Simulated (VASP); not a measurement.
Set up this calculation in VASP 6.6.1, as the native input.

| Item | Value |
| --- | --- |
| Task | single point |
| Functional | PBEsol |
| Potentials or basis | VASP PAW PBE potentials, release 64 (Zr_sv, Rh_pv) |
| Cutoff | 520 eV |
| k mesh | 6 × 6 × 6 |
| Occupations | methfessel-paxton, width 0.1 eV |
| Spin | no spin polarisation |
| Dipole correction | no |
| Further INCAR settings | ALGO = Normal; EDIFF = 1e-06; NBANDS = 36 |

The structure of ZrRh3 lies in POSCAR:

```
ZrRh3
1.0
    3.9006435012      0.0000000000      0.0000000000
    0.0000000000      3.9006435012      0.0000000000
    0.0000000000      0.0000000000      3.9006435012
Zr Rh
1 3
Direct
    0.0000000000      0.0000000000      0.0000000000
    0.0000000000      0.5000000000      0.5000000000
    0.5000000000      0.0000000000      0.5000000000
    0.5000000000      0.5000000000      0.0000000000
```

These files were run (other wordings do the same):

INCAR

```
SYSTEM = ZrRh3
  PREC = Accurate
  ENCUT = 520
  EDIFF = 1E-6
  ISMEAR = 1
  SIGMA = 0.1
  LREAL = .False.
  LASPH = .True.
  NELM = 100
  ALGO = Normal
  ISIF = 2
  LWAVE = .False.
  LCHARG = .True.
  GGA = PS
  LELF = .True.
  LVHAR = .True.
  NBANDS = 36
```

KPOINTS

```
Automatic mesh
0
Gamma
  6 6 6
  0 0 0
```

Potentials or basis: VASP PAW PBE potentials, release 64 (Zr_sv, Rh_pv).

Launch:

```bash
$ cat potpaw_PBE.64/Zr_sv/POTCAR potpaw_PBE.64/Rh_pv/POTCAR > POTCAR
$ mpirun -np 1 vasp_std > vasp.out
```

Results of the run:

* Pressure: 0.7 GPa

Caveat: the PAW data sets were made with another functional, which shifts forces and pressure a little.

Wall time 63 s on 1 thread of AMD EPYC 7R43 64-Core Processor (Zen 3), with other jobs on the host, peak memory 0.14 GiB.
